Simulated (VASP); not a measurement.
# MgH3O in VASP: notebook, part 2 of 2

VASP 6.6.1. The steps go on from the part before.

## (3) Single point, PBE

This run uses another cell than the first one.

INCAR

```
PREC     = Accurate       # precision mode
ENCUT    = 520            # plane-wave cutoff, eV
EDIFF    = 1E-6           # SCF threshold, eV
ISMEAR   = 0              # smearing method
SIGMA    = 0.05           # smearing width, eV
LREAL    = Auto         
LASPH    = True           # aspherical terms in the spheres
NELM     = 60             # most SCF steps
ALGO     = Normal         # electronic algorithm
ISIF     = 2              # what is computed and relaxed
LWAVE    = False          # write WAVECAR
LCHARG   = True           # write CHGCAR
GGA      = PE             # functional
LELF     = True           # ELF
LVHAR    = True         
NBANDS   = 38             # bands
```

KPOINTS

```
regular mesh
0
Gamma
  1 1 7
```

POSCAR

```
MgH3O
1.0
   15.2000000000      0.0000000000      0.0000000000
    0.0000000000     14.7000000000      0.0000000000
    0.0000000000      0.0000000000      5.1181270582
Mg O H
4 4 12
Direct
    0.5000000000      0.4955574009      0.0061832458
    0.3909510938      0.4304565088      0.5061832458
    0.6090489062      0.4304565088      0.5061832458
    0.5000000000      0.6257591850      0.5061832458
    0.5000000000      0.4955574009      0.3984167542
    0.3909510938      0.4304565088      0.8984167542
    0.6090489062      0.4304565088      0.8984167542
    0.5000000000      0.6257591850      0.8984167542
    0.3909510938      0.3180251212      0.4131251033
    0.2967855651      0.4866722026      0.4131251033
    0.6090489062      0.3180251212      0.4131251033
    0.7032144349      0.4866722026      0.4131251033
    0.4058344713      0.6819748788      0.4131251033
    0.5941655287      0.6819748788      0.4131251033
    0.3909510938      0.3670504356      0.9508972183
    0.3378461154      0.4621595454      0.9508972183
    0.6090489062      0.3670504356      0.9508972183
    0.6621538846      0.4621595454      0.9508972183
    0.4468950216      0.6574622216      0.9508972183
    0.5531049784      0.6574622216      0.9508972183
```

Potentials or basis: VASP PAW PBE potentials, release 64 (Mg, O, H).

Launch:

```sh
$ cat potpaw_PBE.64/Mg/POTCAR potpaw_PBE.64/O/POTCAR potpaw_PBE.64/H/POTCAR > POTCAR
$ mpirun -np 1 vasp_std > vasp.out
```

OUTCAR:

```text
PREC = Accurate
   ENCUT = 520
   EDIFF = 1E-6
   ISMEAR = 0
   LREAL = Auto
   LASPH = True
   NELM = 60
   ISIF = 2
   GGA = PE

 ion  position               nearest neighbor table
   1  0.500  0.496  0.006-   8 1.99   7 1.99   6 1.99   5 2.01   4 3.20   4 3.20   2 3.20   2 3.20
                             3 3.20   3 3.20
   2  0.391  0.430  0.506-  10 1.72   9 1.72   5 1.99   6 2.01   1 3.20   1 3.20   3 3.32   4 3.32

   3  0.609  0.430  0.506-  12 1.72  11 1.72   5 1.99   7 2.01   1 3.20   1 3.20   2 3.32   4 3.32
[... 5 lines left out ...]
   7  0.609  0.430  0.898-  17 0.97  18 0.97   1 1.99   3 2.01
   8  0.500  0.626  0.898-  19 0.97  20 0.97   1 1.99   4 2.01
   9  0.391  0.318  0.413-   2 1.72
  10  0.297  0.487  0.413-   2 1.72
  11  0.609  0.318  0.413-   3 1.72
  12  0.703  0.487  0.413-   3 1.72
  13  0.406  0.682  0.413-   4 1.72
  14  0.594  0.682  0.413-   4 1.72
  15  0.391  0.367  0.951-   6 0.97
  16  0.338  0.462  0.951-   6 0.97
  17  0.609  0.367  0.951-   7 0.97
  18  0.662  0.462  0.951-   7 0.97
  19  0.447  0.657  0.951-   8 0.97
  20  0.553  0.657  0.951-   8 0.97

  LATTYP: Found a simple orthorhombic cell.
 ALAT       =     5.1181270582
 B/A-ratio  =     2.8721444061
 C/A-ratio  =     2.9698363927

  Lattice vectors:

 A1 = (   0.0000000000,   0.0000000000,  -5.1181270582)
 A2 = (   0.0000000000,  14.7000000000,   0.0000000000)
 A3 = (  15.2000000000,   0.0000000000,   0.0000000000)

Analysis of symmetry for initial positions (statically):
=====================================================================
 Subroutine PRICEL returns:
 Original cell was already a primitive cell.

 Routine SETGRP: Setting up the symmetry group for a
 simple orthorhombic supercell.

 Subroutine GETGRP returns: Found  2 space group operations
 (whereof  2 operations were pure point group operations)
 out of a pool of  8 trial point group operations.

The static configuration has the point symmetry C_1h.

Analysis of symmetry for dynamics (positions and initial velocities):
=====================================================================
 Subroutine PRICEL returns:
 Original cell was already a primitive cell.

 Routine SETGRP: Setting up the symmetry group for a
 simple orthorhombic supercell.

 Subroutine GETGRP returns: Found  2 space group operations
 (whereof  2 operations were pure point group operations)
 out of a pool of  8 trial point group operations.

The dynamic configuration has the point symmetry C_1h.

 Subroutine INISYM returns: Found  2 space group operations
 (whereof  2 operations are pure point group operations),
 and found     1 'primitive' translations

----------------------------------------------------------------------------------------

                                     Primitive cell

  volume of cell :    1143.5943

  direct lattice vectors                    reciprocal lattice vectors
    15.200000000  0.000000000  0.000000000     0.065789474  0.000000000  0.000000000
     0.000000000 14.700000000  0.000000000     0.000000000  0.068027211  0.000000000
     0.000000000  0.000000000  5.118127058     0.000000000  0.000000000  0.195383973

[... 71 lines left out ...]

 Found      4 irreducible k-points:

 Following reciprocal coordinates:
            Coordinates               Weight
  0.000000  0.000000  0.000000      1.000000
  0.000000  0.000000  0.142857      2.000000
  0.000000  0.000000  0.285714      2.000000
  0.000000  0.000000  0.428571      2.000000
   k-points           NKPTS =      4   k-points in BZ     NKDIM =      4   number of bands    NBANDS=     38
   number of dos      NEDOS =    301   number of ions     NIONS =     20
   total plane-waves  NPLWV = 537600
   dimension x,y,z NGX =   120 NGY =  112 NGZ =   40
   dimension x,y,z NGXF=   240 NGYF=  224 NGZF=   80
   ions per type =               4   4  12
   NGX,Y,Z   is equivalent  to a cutoff of  13.12, 12.67, 12.99 a.u.
   NGXF,Y,Z  is equivalent  to a cutoff of  26.25, 25.33, 25.99 a.u.
 SYSTEM =  unknown system
   PREC   = accura    normal or accurate (medium, high low for compatibility)
   ISTART =      0    job   : 0-new  1-cont  2-samecut
   ICHARG =      2    charge: 1-file 2-atom 10-const
   ISPIN  =      1    spin polarized calculation?
   LNONCOLLINEAR =      F non collinear calculations
   LSORBIT =      F    spin-orbit coupling
   LASPH  =      T    aspherical Exc in radial PAW
   ENCUT  =  520.0 eV  38.22 Ry    6.18 a.u.  28.26 27.33  9.52*2*pi/ulx,y,z
   NELM   =     60;   NELMIN=  2; NELMDL= -5     # of ELM steps
   EDIFF  = 0.1E-05   stopping-criterion for ELM
   LREAL  =      T    real-space projection
   EDIFFG = 0.1E-04   stopping-criterion for IOM
   NSW    =      0    number of steps for IOM
   IBRION =     -1    ionic relax: 0-MD 1-quasi-New 2-CG
   NFREE  =      0    steps in history (QN), initial steepest desc. (CG)
   ISIF   =      2    stress and relaxation
   ISYM   =      2    0-nonsym 1-usesym 2-fastsym
   POTIM  = 0.5000    time-step for ionic-motion
   TEBEG  =    0.0;   TEEND  =   0.0 temperature during run
   PSTRESS=    0.0 pullay stress
   NELECT =      44.0000    total number of electrons
   NUPDOWN=      -1.0000    fix difference up-down
   EMIN   =  10.00;   EMAX   =-10.00  energy-range for DOS
   EFERMI =   0.00;   METHOD = LEGACY
   ISMEAR =     0;   SIGMA  =   0.05  broadening in eV -4-tet -1-fermi 0-gaus
   EFERMI_NEDOS =   21; number of points for ismear=-14 and -15
   IALGO  =     38    algorithm
   IMIX   =      4    mixing-type and parameters
     AMIX     =   0.40;   BMIX     =  1.00
     AMIX_MAG =   1.60;   BMIX_MAG =  1.00
  volume/ion in A,a.u.               =      57.18       385.87
  Fermi-wavevector in a.u.,A,eV,Ry     =   0.552673  1.044401  4.155868  0.305448
  Thomas-Fermi vector in A             =   1.585215
   LORBIT       =      0    0 simple, 1 ext, 2 COOP (PROOUT), +10 PAW based schemes
   GGA     = PE    functional components
   LHFCALC =     F    Hartree Fock is set to
   AEXX    =    0.0000 exact exchange contribution
   IVDW    =     0    specifies the selected vdW correction
   LEPSILON=     F    determine dielectric tensor
   LRPA    =     F    only Hartree local field effects (RPA)
 non-spin polarized calculation
 Gauss-broadening in eV      SIGMA  =   0.05
  energy-cutoff  :      520.00
  volume of cell :     1143.59
 maximum number of plane-waves:     30869
 NGX is ok and might be reduce to   120
   NGX = 57   NGY = 55   NGZ = 19

 number of electron      44.0000019 magnetization

 Free energy of the ion-electron system (eV)
  ---------------------------------------------------
  ext. energy  EPLUGINS =         0.00000000
  ---------------------------------------------------
  free energy    TOTEN  =       -74.82277448 eV

  energy without entropy =      -74.82277448  energy(sigma->0) =      -74.82277448

 E-fermi :  -4.2796     XC(G=0):  -2.1848

 val. band max:       -4.5414360570   @ k =   0.0000   0.0000   0.4286
 cond. band min:      -2.9598973334   @ k =   0.0000   0.0000   0.4286
 fundamental gap:      1.5815387237
 Fermi energy:        -4.2796465269

 k-point     1 :       0.0000    0.0000    0.0000
  band No.  band energies     occupation
      1     -29.3509      2.00000
      2     -29.2876      2.00000
      3     -29.2817      2.00000
      4     -22.8638      2.00000
      5     -17.2584      2.00000
      6     -17.2528      2.00000
[... 137 lines left out ...]
     33       1.6015      0.00000
     34       1.7002      0.00000
 [bands above 34 left out]

------------------------ aborting loop because EDIFF is reached ----------------------------------------

  FORCE on cell =-STRESS in cart. coord.  units (eV):
  Direction    XX          YY          ZZ          XY          YZ          ZX
  --------------------------------------------------------------------------------------
  -------------------------------------------------------------------------------------
  Total        8.7046723      8.6815549      3.8137831      0.0000000     -0.0055594      0.0000000
  in kB       12.1952589     12.1628714      5.3431158      0.0000000     -0.0077887      0.0000000
  external PRESSURE =       9.9004154 kB  Pullay stress =       0.0000000 kB

 VOLUME and BASIS-vectors are now :
 -----------------------------------------------------------------------------
  energy-cutoff  :      520.00
  volume of cell :     1143.59
      direct lattice vectors                 reciprocal lattice vectors
    15.200000000  0.000000000  0.000000000     0.065789474  0.000000000  0.000000000
     0.000000000 14.700000000  0.000000000     0.000000000  0.068027211  0.000000000
     0.000000000  0.000000000  5.118127058     0.000000000  0.000000000  0.195383973

 POSITION                                       TOTAL-FORCE (eV/Angst)
 -----------------------------------------------------------------------------------
      7.60000      7.28469      0.03165         0.000000      0.003811      2.144770
      5.94246      6.32771      2.59071        -0.489478     -0.280606     -1.676740
      9.25754      6.32771      2.59071         0.489478     -0.280606     -1.676740
      7.60000      9.19866      2.59071         0.000000      0.564950     -1.676851
      7.60000      7.28469      2.03915         0.000000     -0.006306      0.183599
      5.94246      6.32771      4.59821         1.010281      0.582561     -0.350276
[... 12 lines left out ...]
      6.79280      9.66469      4.86681        -0.580146      0.987842      0.842974
      8.40720      9.66469      4.86681         0.580146      0.987842      0.842974
 -----------------------------------------------------------------------------------
    total drift:                               -0.000000      0.008129      0.010987

  FREE ENERGIE OF THE ION-ELECTRON SYSTEM (eV)
  ---------------------------------------------------
  free  energy   TOTEN  =       -74.8227744754 eV

  energy  without entropy=      -74.8227744754  energy(sigma->0) =      -74.82277448
```

Wall time 16 min (1 thread of Intel Xeon 8259CL, shared host); peak memory 1 GiB.

What came out:

| Property | Result |
| --- | --- |
| Free energy | -74.8228 eV |
| Largest force | 2.145 eV/Å |
| Band gap on the k mesh | 1.58 eV |

Forces in eV/Å, atoms in the order of the input:
```
Mg   0.000  0.004  2.145
Mg  -0.489 -0.281 -1.677
Mg   0.489 -0.281 -1.677
Mg   0.000  0.565 -1.677
O    0.000 -0.006  0.184
O    1.010  0.583 -0.350
O   -1.010  0.583 -0.350
O    0.000 -1.157 -0.351
H    0.251 -0.445 -0.217
H   -0.257  0.436 -0.217
H   -0.251 -0.445 -0.217
H    0.257  0.436 -0.217
H   -0.508  0.001 -0.217
H    0.508  0.001 -0.217
H   -0.565 -0.994  0.843
H   -1.145  0.009  0.843
H    0.565 -0.994  0.843
H    1.145  0.009  0.843
H   -0.580  0.988  0.843
H    0.580  0.988  0.843
```
